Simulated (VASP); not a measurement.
# IO (rock salt type) (Fm-3m) in VASP: a series of runs

Runs on IO (rock salt type). Level: r2SCAN. Tasks: single point.

All numbers are computed with VASP 6.6.1; they aren't measurements. Logs are shortened: lines on timing, memory, paths and dates and some standing lists are left out, and cuts for length are marked.

### 1 The cell of the first run

It takes space group Fm-3m (No. 225, cubic). The conventional cell has a = 5.191 Å, b = 5.191 Å, c = 5.191 Å, α = 90.00°, β = 90.00°, γ = 90.00°. I (site symmetry m-3m) has 6 O at 2.60 Å within 3.4 Å. O (site symmetry m-3m) has 6 I at 2.60 Å within 3.4 Å.

### 2 Single point, r2SCAN

File POSCAR:

```
IO
1.0
    0.0000000000      2.5954732735      2.5954732735
    2.5954732735      0.0000000000      2.5954732735
    2.5954732735      2.5954732735      0.0000000000
I O
1 1
Direct
    0.0000000000      0.0000000000      0.0000000000
    0.5000000000      0.5000000000      0.5000000000
```

File INCAR.step1:

```
SYSTEM = IO
ALGO = Normal
EDIFF = 1E-4
ENCUT = 520
GGA = PE
ISMEAR = -1
LASPH = .TRUE.
LCHARG = .FALSE.
LREAL = .FALSE.
LWAVE = .TRUE.
NBANDS = 14
NELM = 60
PREC = Accurate
SIGMA = 0.1
```

File INCAR.step2:

```
SYSTEM = IO
ALGO = Normal
EDIFF = 1E-6
ENCUT = 520
ISIF = 2
ISMEAR = -1
ISTART = 1
LASPH = .TRUE.
LCHARG = .FALSE.
LMIXTAU = .TRUE.
LREAL = .FALSE.
LWAVE = .FALSE.
METAGGA = R2SCAN
NBANDS = 14
NELM = 60
PREC = Accurate
SIGMA = 0.1
```

File KPOINTS:

```
k-points
0
G
  11 11 11
  0 0 0
```

Potentials or basis: VASP PAW PBE potentials, release 64 (I, O).

Run with:

```
cat potpaw_PBE.64/I/POTCAR potpaw_PBE.64/O/POTCAR > POTCAR
cp INCAR.step1 INCAR
mpirun -np 1 vasp_std > vasp.out
cp INCAR.step2 INCAR
mpirun -np 1 vasp_std > vasp.out
```

OUTCAR:

```text
SYSTEM = IO
   EDIFF = 1E-6
   ENCUT = 520
   ISIF = 2
   ISMEAR = -1
   ISTART = 1
   LASPH = .TRUE.
   LREAL = .FALSE.
   METAGGA = R2SCAN
   NELM = 60
   PREC = Accurate

 ion  position               nearest neighbor table
   1  0.000  0.000  0.000-   2 2.60   2 2.60   2 2.60   2 2.60   2 2.60   2 2.60
   2  0.500  0.500  0.500-   1 2.60   1 2.60   1 2.60   1 2.60   1 2.60   1 2.60

  LATTYP: Found a face centered cubic cell.
 ALAT       =     5.1909465470

  Lattice vectors:

 A1 = (   0.0000000000,   2.5954732735,   2.5954732735)
 A2 = (   2.5954732735,   0.0000000000,   2.5954732735)
 A3 = (   2.5954732735,   2.5954732735,   0.0000000000)

Analysis of symmetry for initial positions (statically):
=====================================================================
 Subroutine PRICEL returns:
 Original cell was already a primitive cell.

 Routine SETGRP: Setting up the symmetry group for a
 face centered cubic supercell.

 Subroutine GETGRP returns: Found 48 space group operations
 (whereof 48 operations were pure point group operations)
 out of a pool of 48 trial point group operations.

The static configuration has the point symmetry O_h .

Analysis of symmetry for dynamics (positions and initial velocities):
=====================================================================
 Subroutine PRICEL returns:
 Original cell was already a primitive cell.

 Routine SETGRP: Setting up the symmetry group for a
 face centered cubic supercell.

 Subroutine GETGRP returns: Found 48 space group operations
 (whereof 48 operations were pure point group operations)
 out of a pool of 48 trial point group operations.

The dynamic configuration has the point symmetry O_h .

 Subroutine INISYM returns: Found 48 space group operations
 (whereof 48 operations are pure point group operations),
 and found     1 'primitive' translations

----------------------------------------------------------------------------------------

                                     Primitive cell

  volume of cell :      34.9687

  direct lattice vectors                    reciprocal lattice vectors
     0.000000000  2.595473274  2.595473274    -0.192643093  0.192643093  0.192643093
     2.595473274  0.000000000  2.595473274     0.192643093 -0.192643093  0.192643093
     2.595473274  2.595473274  0.000000000     0.192643093  0.192643093 -0.192643093

  length of vectors
     3.670553504  3.670553504  3.670553504     0.333667625  0.333667625  0.333667625

  position of ions in fractional coordinates (direct lattice)
     0.000000000  0.000000000  0.000000000
     0.500000000  0.500000000  0.500000000

  ion indices of the primitive-cell ions
   primitive index   ion index
                 1           1
                 2           2

----------------------------------------------------------------------------------------

 KPOINTS: k-points

Automatic generation of k-mesh.
 Grid dimensions read from file:
 generate k-points for:   11   11   11

 Generating k-lattice:

  Cartesian coordinates                     Fractional coordinates (reciprocal lattice)
    -0.017513008  0.017513008  0.017513008     0.090909091  0.000000000  0.000000000
     0.017513008 -0.017513008  0.017513008     0.000000000  0.090909091  0.000000000
     0.017513008  0.017513008 -0.017513008     0.000000000  0.000000000  0.090909091

  Length of vectors
     0.030333420  0.030333420  0.030333420

  Shift w.r.t. Gamma in fractional coordinates (k-lattice)
     0.000000000  0.000000000  0.000000000

 Subroutine IBZKPT returns following result:
 ===========================================

 Found     56 irreducible k-points:

 Following reciprocal coordinates:
            Coordinates               Weight
  0.000000  0.000000  0.000000      1.000000
  0.090909  0.000000  0.000000      8.000000
  0.181818  0.000000  0.000000      8.000000
  0.272727  0.000000  0.000000      8.000000
  0.363636  0.000000  0.000000      8.000000
  0.454545  0.000000  0.000000      8.000000
[... 16 lines left out ...]
 -0.272727  0.181818  0.000000     24.000000
[... 50 lines left out ...]
      3       3.0575      2.00000
      4       3.0760      2.00000
      5       3.0760      2.00000
      6       6.9201      1.92626
      7       7.5301      0.11072
      8       7.5301      0.11072
      9      14.8231      0.00000
     10      16.3973      0.00000
     11      16.3973      0.00000
     12      19.2890      0.00000
     13      20.0478      0.00000
     14      20.0478      0.00000

 k-point     4 :       0.2727    0.0000    0.0000
  band No.  band energies     occupation
      1     -12.6676      2.00000
      2      -6.4686      2.00000
      3       3.1172      2.00000
      4       3.2023      2.00000
      5       3.2023      2.00000
      6       5.9446      2.00000
      7       6.8766      1.95165
      8       6.8766      1.95165
      9      14.6597      0.00000
     10      17.2187      0.00000
     11      17.2187      0.00000
     12      20.3660      0.00000
     13      21.0298      0.00000
     14      21.0298      0.00000

 k-point     5 :       0.3636    0.0000    0.0000
  band No.  band energies     occupation
      1     -12.4174      2.00000
      2      -6.7850      2.00000
      3       3.1556      2.00000
      4       3.3616      2.00000
      5       3.3616      2.00000
      6       5.2040      2.00000
      7       6.2844      1.99987
      8       6.2844      1.99987
      9      14.7380      0.00000
     10      18.0983      0.00000
     11      18.0983      0.00000
[... 276 lines left out ...]
 k-point    22 :      -0.3636    0.1818    0.0000
  band No.  band energies     occupation
      1     -12.2176      2.00000
      2      -6.7469      2.00000
      3       1.2966      2.00000
      4       3.1804      2.00000
      5       3.4310      2.00000
      6       4.9343      2.00000
      7       6.2661      1.99989
      8       7.6510      0.03439
      9      15.7338      0.00000
     10      17.2137      0.00000
     11      18.6623      0.00000
     12      21.3442      0.00000
     13      22.2969      0.00000
     14      23.1218      0.00000

 k-point    23 :      -0.2727    0.1818    0.0000
  band No.  band energies     occupation
      1     -12.3820      2.00000
      2      -6.6287      2.00000
      3       1.5000      2.00000
      4       3.5085      2.00000
      5       4.1108      2.00000
      6       4.4450      2.00000
      7       6.0956      1.99998
      8       7.9020      0.00284
      9      15.5337      0.00000
     10      17.4339      0.00000
     11      17.7004      0.00000
     12      20.4135      0.00000
     13      21.8638      0.00000
     14      23.0773      0.00000

 k-point    24 :      -0.1818    0.1818    0.0000
  band No.  band energies     occupation
      1     -12.5975      2.00000
      2      -6.4546      2.00000
      3       1.9132      2.00000
      4       3.5851      2.00000
      5       3.9369      2.00000
      6       5.0363      2.00000
      7       6.3185      1.99981
      8       8.0402      0.00071
      9      15.1002      0.00000
     10      16.9014      0.00000
     11      17.4201      0.00000
     12      19.7178      0.00000
     13      21.3387      0.00000
     14      22.4482      0.00000

 [... further k-points ...]
[... 5 lines left out ...]
  --------------------------------------------------------------------------------------
  -------------------------------------------------------------------------------------
  Total        1.4600809      1.4600809      1.4600809     -0.0000000      0.0000000     -0.0000000
  in kB       66.8971802     66.8971802     66.8971802     -0.0000000      0.0000000     -0.0000000
  external PRESSURE =      66.8971802 kB  Pullay stress =       0.0000000 kB

 VOLUME and BASIS-vectors are now :
 -----------------------------------------------------------------------------
  energy-cutoff  :      520.00
  volume of cell :       34.97
      direct lattice vectors                 reciprocal lattice vectors
     0.000000000  2.595473274  2.595473274    -0.192643093  0.192643093  0.192643093
     2.595473274  0.000000000  2.595473274     0.192643093 -0.192643093  0.192643093
     2.595473274  2.595473274  0.000000000     0.192643093  0.192643093 -0.192643093

 POSITION                                       TOTAL-FORCE (eV/Angst)
 -----------------------------------------------------------------------------------
      0.00000      0.00000      0.00000        -0.000000     -0.000000     -0.000000
      2.59547      2.59547      2.59547         0.000000      0.000000      0.000000
 -----------------------------------------------------------------------------------
    total drift:                                0.000000      0.000000      0.000000

  FREE ENERGIE OF THE ION-ELECTRON SYSTEM (eV)
  ---------------------------------------------------
  free  energy   TOTEN  =       -28.5036685064 eV

  energy  without entropy=      -28.4501641247  energy(sigma->0) =      -28.47691632
```

It took 76 s on 1 thread of Intel Xeon Platinum 8488C (Sapphire Rapids), shared host; peak memory 0.18 GiB.

Results:

* Free energy: -28.5037 eV
* Pressure: 6.7 GPa

Levels at points of the mesh, in eV from the Fermi level:
| k point | band 2 | band 3 | band 4 | band 5 | band 6 | band 7 | band 8 | band 9 | band 10 | band 11 |
| --- | --- | --- | --- | --- | --- | --- | --- | --- | --- | --- |
| (0.00, 0.00, 0.00) | -13.09 | -4.27 | -4.27 | -4.27 | 1.03 | 1.03 | 1.03 | 8.36 | 8.36 | 8.36 |

Caveat: the PAW data sets were made with another functional, which shifts forces and pressure a little; spin-orbit coupling is left out, which moves the levels of the heavy elements; an odd number of electrons without spin polarisation forces a metal; a magnetic or distorted state may lie lower.

### 3 Single point, r2SCAN

This run uses another cell than the first one, of 18.05 Å³/atom, 1.033 times its volume.

File POSCAR:

```
IO
1.0
    0.0000000000      2.6233837283      2.6233837283
    2.6233837283      0.0000000000      2.6233837283
    2.6233837283      2.6233837283      0.0000000000
I O
1 1
Direct
    0.0000000000      0.0000000000      0.0000000000
    0.5000000000      0.5000000000      0.5000000000
```

File INCAR.step1:

```
SYSTEM = IO
PREC = Accurate
ENCUT = 520
ISMEAR = -1
SIGMA = 0.1
LREAL = .FALSE.
LASPH = .TRUE.
NELM = 100
NBANDS = 14
GGA = PE
ALGO = Normal
EDIFF = 1E-4
LWAVE = .TRUE.
LCHARG = .FALSE.
```

File INCAR.step2:

```
SYSTEM = IO
PREC = Accurate
ENCUT = 520
EDIFF = 1E-6
ISMEAR = -1
SIGMA = 0.1
LREAL = .FALSE.
LASPH = .TRUE.
NELM = 100
ALGO = Normal
ISIF = 2
LWAVE = .FALSE.
LCHARG = .FALSE.
METAGGA = R2SCAN
LMIXTAU = .TRUE.
NBANDS = 14
ISTART = 1
```

File KPOINTS:

```
regular mesh
0
G
  11 11 11
  0 0 0
```

Potentials or basis: VASP PAW PBE potentials, release 64 (I, O).

Run with:

```
cat potpaw_PBE.64/I/POTCAR potpaw_PBE.64/O/POTCAR > POTCAR
cp INCAR.step1 INCAR
mpirun -np 1 vasp_std > vasp.out
cp INCAR.step2 INCAR
mpirun -np 1 vasp_std > vasp.out
```

Run time: 88 s. Hardware: 1 thread of Intel Xeon Platinum 8488C (Sapphire Rapids), shared host; peak memory 0.18 GiB.

It converged, with:

```
Free energy : -28.5396 eV
Pressure    : 3.3 GPa
```

Levels at points of the mesh, in eV from the Fermi level:
| k point | band 4 | band 5 | band 6 | band 7 | band 8 | band 9 |
| --- | --- | --- | --- | --- | --- | --- |
| (0.00, 0.00, 0.00) | -4.06 | -4.06 | 0.96 | 0.96 | 0.96 | 8.45 |

Caveat: the PAW data sets were made with another functional, which shifts forces and pressure a little; spin-orbit coupling is left out, which moves the levels of the heavy elements; an odd number of electrons without spin polarisation forces a metal; a magnetic or distorted state may lie lower.

### 4 Single point, r2SCAN

This run uses another cell than the first one, of 18.62 Å³/atom, 1.065 times its volume.

File POSCAR:

```
IO
1.0
    0.0000000000      2.6507126089      2.6507126089
    2.6507126089      0.0000000000      2.6507126089
    2.6507126089      2.6507126089      0.0000000000
I O
1 1
Direct
    0.0000000000      0.0000000000      0.0000000000
    0.5000000000      0.5000000000      0.5000000000
```

File INCAR.step1:

```
SYSTEM = IO
PREC     = Accurate       ! precision mode
ENCUT    = 520            ! plane-wave cutoff, eV
ISMEAR   = -1             ! smearing method
SIGMA    = 0.1            ! smearing width, eV
LREAL    = .False.        ! projectors in reciprocal space
LASPH    = .True.         ! aspherical terms in the spheres
NELM     = 80             ! most SCF steps
NBANDS   = 14             ! bands
GGA      = PE             ! functional
ALGO     = Normal         ! electronic algorithm
EDIFF    = 1E-4           ! SCF threshold, eV
LWAVE    = .True.         ! write WAVECAR
LCHARG   = .False.        ! write CHGCAR
```

File INCAR.step2:

```
SYSTEM = IO
PREC     = Accurate       ! precision mode
ENCUT    = 520            ! plane-wave cutoff, eV
EDIFF    = 1E-7           ! SCF threshold, eV
ISMEAR   = -1             ! smearing method
SIGMA    = 0.1            ! smearing width, eV
LREAL    = .False.        ! projectors in reciprocal space
LASPH    = .True.         ! aspherical terms in the spheres
NELM     = 80             ! most SCF steps
ALGO     = Normal         ! electronic algorithm
ISIF     = 2              ! what is computed and relaxed
LWAVE    = .False.        ! write WAVECAR
LCHARG   = .True.         ! write CHGCAR
METAGGA  = R2SCAN         ! meta-GGA
LMIXTAU  = .True.       
LELF     = .True.         ! ELF
LVHAR    = .True.       
NBANDS   = 14             ! bands
ISTART   = 1
```

File KPOINTS:

```
regular mesh
0
Gamma
  11 11 11
  0 0 0
```

Run with:

```
cat potpaw_PBE.64/I/POTCAR potpaw_PBE.64/O/POTCAR > POTCAR
cp INCAR.step1 INCAR
mpirun -np 1 vasp_std > vasp.out
cp INCAR.step2 INCAR
mpirun -np 1 vasp_std > vasp.out
```

Run time: 1.7 min. Hardware: 1 thread of Intel Xeon Platinum 8488C (Sapphire Rapids), shared host; peak memory 0.18 GiB.

Results (log left out):

| Quantity | Value |
| --- | --- |
| Free energy | -28.5533 eV |
| Pressure | 0.4 GPa |

Levels at points of the mesh, in eV from the Fermi level:
| k point | band 3 | band 4 | band 5 | band 6 | band 7 | band 8 | band 9 | band 10 |
| --- | --- | --- | --- | --- | --- | --- | --- | --- |
| (0.00, 0.00, 0.00) | -3.87 | -3.87 | -3.87 | 0.90 | 0.90 | 0.90 | 8.54 | 8.54 |

Caveat: the PAW data sets were made with another functional, which shifts forces and pressure a little; spin-orbit coupling is left out, which moves the levels of the heavy elements; an odd number of electrons without spin polarisation forces a metal; a magnetic or distorted state may lie lower.

### 5 Single point, r2SCAN

This run uses another cell than the first one, of 19.19 Å³/atom, 1.098 times its volume.

File POSCAR:

```
IO
1.0
    0.0000000000      2.6774892960      2.6774892960
    2.6774892960      0.0000000000      2.6774892960
    2.6774892960      2.6774892960      0.0000000000
I O
1 1
Direct
    0.0000000000      0.0000000000      0.0000000000
    0.5000000000      0.5000000000      0.5000000000
```

File INCAR.step1:

```
  PREC = Accurate
  ENCUT = 520
  ISMEAR = -1
  SIGMA = 0.1
  LREAL = F
  LASPH = T
  NELM = 100
  NBANDS = 14
  GGA = PE
  ALGO = Normal
  EDIFF = 1E-4
  LWAVE = T
  LCHARG = F
```

File INCAR.step2:

```
  PREC = Accurate
  ENCUT = 520
  EDIFF = 1E-7
  ISMEAR = -1
  SIGMA = 0.1
  LREAL = F
  LASPH = T
  NELM = 100
  ALGO = Normal
  ISIF = 2
  LWAVE = F
  LCHARG = T
  METAGGA = R2SCAN
  LMIXTAU = T
  LELF = T
  LVHAR = T
  NBANDS = 14
  ISTART = 1
```

File KPOINTS:

```
regular mesh
0
Gamma
  11 11 11
```

Run with:

```
cat potpaw_PBE.64/I/POTCAR potpaw_PBE.64/O/POTCAR > POTCAR
cp INCAR.step1 INCAR
mpirun -np 1 vasp_std > vasp.out
cp INCAR.step2 INCAR
mpirun -np 1 vasp_std > vasp.out
```

It took 87 s on 1 thread of Intel Xeon Platinum 8488C (Sapphire Rapids), shared host; peak memory 0.18 GiB.

Results (log left out):

| Quantity | Value |
| --- | --- |
| Free energy | -28.5482 eV |
| Pressure | -2.0 GPa |

Levels at points of the mesh, in eV from the Fermi level:
```tsv
k point	band 4	band 5	band 6	band 7	band 8	band 9
(0.00, 0.00, 0.00)	-3.69	-3.69	0.85	0.85	0.85	8.62
```

Caveat: the PAW data sets were made with another functional, which shifts forces and pressure a little; spin-orbit coupling is left out, which moves the levels of the heavy elements; an odd number of electrons without spin polarisation forces a metal; a magnetic or distorted state may lie lower.

### 6 Single point, r2SCAN

This run uses another cell than the first one, of 19.76 Å³/atom, 1.130 times its volume.

File POSCAR:

```
IO
1.0
    0.0000000000      2.7037408651      2.7037408651
    2.7037408651      0.0000000000      2.7037408651
    2.7037408651      2.7037408651      0.0000000000
I O
1 1
Direct
    0.0000000000      0.0000000000      0.0000000000
    0.5000000000      0.5000000000      0.5000000000
```

File INCAR.step1:

```
PREC = Accurate
ENCUT = 520
ISMEAR = -1
SIGMA = 0.1
LREAL = False
LASPH = True
NELM = 60
NBANDS = 14
GGA = PE
ALGO = Normal
EDIFF = 1E-4
LWAVE = True
LCHARG = False
```

File INCAR.step2:

```
PREC = Accurate
ENCUT = 520
EDIFF = 1E-6
ISMEAR = -1
SIGMA = 0.1
LREAL = False
LASPH = True
NELM = 60
ALGO = Normal
ISIF = 2
LWAVE = False
LCHARG = False
METAGGA = R2SCAN
LMIXTAU = True
NBANDS = 14
ISTART = 1
```

File KPOINTS:

```
Automatic mesh
0
Gamma
  11 11 11
```

Potentials or basis: VASP PAW PBE potentials, release 64 (I, O).

Run with:

```
cat potpaw_PBE.64/I/POTCAR potpaw_PBE.64/O/POTCAR > POTCAR
cp INCAR.step1 INCAR
mpirun -np 1 vasp_std > vasp.out
cp INCAR.step2 INCAR
mpirun -np 1 vasp_std > vasp.out
```

It took 88 s on 1 thread of Intel Xeon Platinum 8488C (Sapphire Rapids), shared host; peak memory 0.18 GiB.

The run converged. Its results:

* Free energy: -28.5277 eV
* Pressure: -3.9 GPa

Levels at points of the mesh, in eV from the Fermi level:
```csv
k point,band 3,band 4,band 5,band 6,band 7,band 8,band 9,band 10
"(0.00, 0.00, 0.00)",-3.52,-3.52,-3.52,0.80,0.80,0.80,8.70,8.70
```

Caveat: the PAW data sets were made with another functional, which shifts forces and pressure a little; spin-orbit coupling is left out, which moves the levels of the heavy elements; an odd number of electrons without spin polarisation forces a metal; a magnetic or distorted state may lie lower.

### 7 The runs side by side

| cell | gap on the mesh (eV) | pressure (GPa) |
| --- | --- | --- |
| a = 3.671 Å, angles 60.0°, 2 atoms | none | 6.7 |
| a = 3.710 Å, angles 60.0°, 2 atoms | none | 3.3 |
| a = 3.749 Å, angles 60.0°, 2 atoms | none | 0.4 |
| a = 3.787 Å, angles 60.0°, 2 atoms | none | -2.0 |
| a = 3.824 Å, angles 60.0°, 2 atoms | none | -3.9 |

Alike in all rows: task single point; level r2SCAN; potentials or basis VASP PAW PBE potentials, release 64 (I, O); no spin polarisation; k mesh 11 × 11 × 11; cutoff (eV) 520; smearing fermi-dirac 0.1 eV.

Caveats: the PAW data sets were made with another functional, which shifts forces and pressure a little; spin-orbit coupling is left out, which moves the levels of the heavy elements; an odd number of electrons without spin polarisation forces a metal; a magnetic or distorted state may lie lower.

Total energies depend on the potentials used, so only differences within one code and one set of settings carry meaning.
